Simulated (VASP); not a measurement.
Ta6C: single point with PBE

System: Ta6C, a slab with vacuum.

```
Ta C
1.0
     4.69373    0.00000    0.00000
    -2.34686    4.06489    0.00000
     0.00000    0.00000   19.98819
Ta C
6 1
Direct
  0.66667 0.33333 0.20012
  0.33333 0.66667 0.24805
  0.00000 0.00000 0.29599
  0.66667 0.33333 0.34018
  0.33333 0.66667 0.38197
  0.00000 0.00000 0.42466
  0.00000 0.66667 0.46652
```

```
Program                : VASP 6.6.1
Task                   : single point
Functional             : PBE
Potentials or basis    : VASP PAW PBE potentials, release 64 (Ta_pv, C)
Cutoff                 : 520 eV
k mesh                 : 6 × 6 × 1
Occupations            : gaussian, width 0.1 eV
Spin                   : no spin polarisation
Dipole correction      : yes
Further INCAR settings : ALGO = Normal; EDIFF = 1e-06; NBANDS = 44
```

```json
{
 "Largest force": "6.378 eV/Å",
 "Band gap on the k mesh": "zero (bands 35 and 36 overlap by 0.15 eV)"
}
```

Forces on the atoms (eV/Å):
```
Ta   0.267  0.042  1.771
Ta  -0.124  0.171 -0.473
Ta  -0.213 -0.164 -3.041
Ta   0.077 -0.126 -0.096
Ta  -0.675  0.193  1.311
Ta  -2.969  5.123  0.424
C    3.636 -5.239  0.104
```

Levels at points of the mesh, in eV from the Fermi level:
```tsv
k point	band 32	band 33	band 34	band 35	band 36	band 37	band 38	band 39
(0.00, 0.00, 0.00)	-1.13	-0.63	-0.56	-0.32	0.02	0.18	0.34	1.36
(0.50, 0.00, 0.00)	-1.00	-0.70	-0.41	-0.19	0.16	0.61	0.77	1.01
(0.00, 0.50, 0.00)	-0.93	-0.75	-0.42	-0.37	-0.05	0.66	0.86	1.15
(0.50, 0.50, 0.00)	-0.90	-0.74	-0.41	-0.18	-0.08	0.52	0.81	1.15
```

Run time: 12 min on 1 thread of Intel(R) Xeon(R) Platinum 8259CL CPU @ 2.50GHz (Skylake/Cascade Lake), with other jobs on the host, peak memory 0.62 GiB.

Caveat: spin-orbit coupling is left out, which moves the levels of the heavy elements.
